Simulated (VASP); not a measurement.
Wanted: the native input for a VASP 6.6.1 run.

```
Task                   : single point
Functional             : revPBE
Dispersion             : D4
Potentials or basis    : VASP PAW PBE potentials, release 64 (W_sv, C)
Cutoff                 : 520 eV
k mesh                 : 10 × 10 × 6
Occupations            : fermi-dirac, width 0.05 eV
Spin                   : no spin polarisation
Dipole correction      : no
Further INCAR settings : ALGO = Normal; EDIFF = 1e-07; NBANDS = 16
```

The structure of WC lies in POSCAR:

```
WC
1.0
    1.4713600828     -2.5537163239      0.0000000000
    1.4713600828      2.5537163239      0.0000000000
    0.0000000000      0.0000000000      3.0061439816
W C
1 1
Direct
    0.5000000000      0.5000000000      0.5000000000
    0.0000000000      0.0000000000      0.0000000000
```

The input as run:

INCAR

```
  PREC = Accurate
  ENCUT = 520
  EDIFF = 1E-7
  ISMEAR = -1
  SIGMA = 0.05
  LREAL = F
  LASPH = T
  NELM = 80
  ALGO = Normal
  ISIF = 2
  LWAVE = F
  LCHARG = F
  GGA = RE
  IVDW = 13
  NBANDS = 16
```

KPOINTS

```
regular mesh
0
Gamma
  10 10 6
```

Potentials or basis: VASP PAW PBE potentials, release 64 (W_sv, C).

Launch:

```bash
$ cat potpaw_PBE.64/W_sv/POTCAR potpaw_PBE.64/C/POTCAR > POTCAR
$ mpirun -np 1 vasp_std > vasp.out
```

Results of the run:

```yaml
Pressure: 0.7 GPa
Band_gap_on_the_k_mesh: zero (band 9 reaches 13.18 eV, above the bottom of band 10 at 9.86 eV)
Dispersion_energy_per_atom: -0.753 eV
```

Caveat: the PAW data sets were made with another functional, which shifts forces and pressure a little; spin-orbit coupling is left out, which moves the levels of the heavy elements; pairwise dispersion overbinds metals, which lowers pressure and volume.

Wall time 13 s on 1 thread of Intel(R) Xeon(R) 6975P-C (Granite Rapids), with other jobs on the host, peak memory 0.17 GiB.
